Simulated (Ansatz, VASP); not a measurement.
# One calculation of BiMo, two programs

```xyz
2
Lattice="0.0000 2.9192 2.9192 2.9192 0.0000 2.9192 2.9192 2.9192 0.0000" Properties=species:S:1:pos:R:3 pbc="T T T"
Mo    0.0000    0.0000    0.0000
Bi    2.9192    2.9192    2.9192
```

Alike in both runs: task relaxation of cell and atoms; functional PBEsol; k mesh 12 × 12 × 12; occupations fermi-dirac, width 0.05 eV; no spin polarisation.

|  | VASP | Ansatz |
| --- | --- | --- |
| version | VASP 6.6.1 | Ansatz 0.2.0 |
| potentials or method | VASP PAW PBE potentials, release 64 (Mo_sv, Bi_d) | PAW with Ansatz's default frozen-core files, scalar-relativistic |
| plane-wave cutoff (eV) | 500 | 420 |
| valence electrons in the cell | 29 | 29 |

|  | VASP | Ansatz | Ansatz less VASP |
| --- | --- | --- | --- |
| relaxed volume (Å³/atom) | 22.06 | 22.05 | -0.007 |
| relaxed length of the cell vector where the two differ most in proportion (Å) | 3.966 | 3.966 | -0.0004 |

VASP's potentials were made for PBE, not for PBEsol.

Spin-orbit coupling is off throughout.
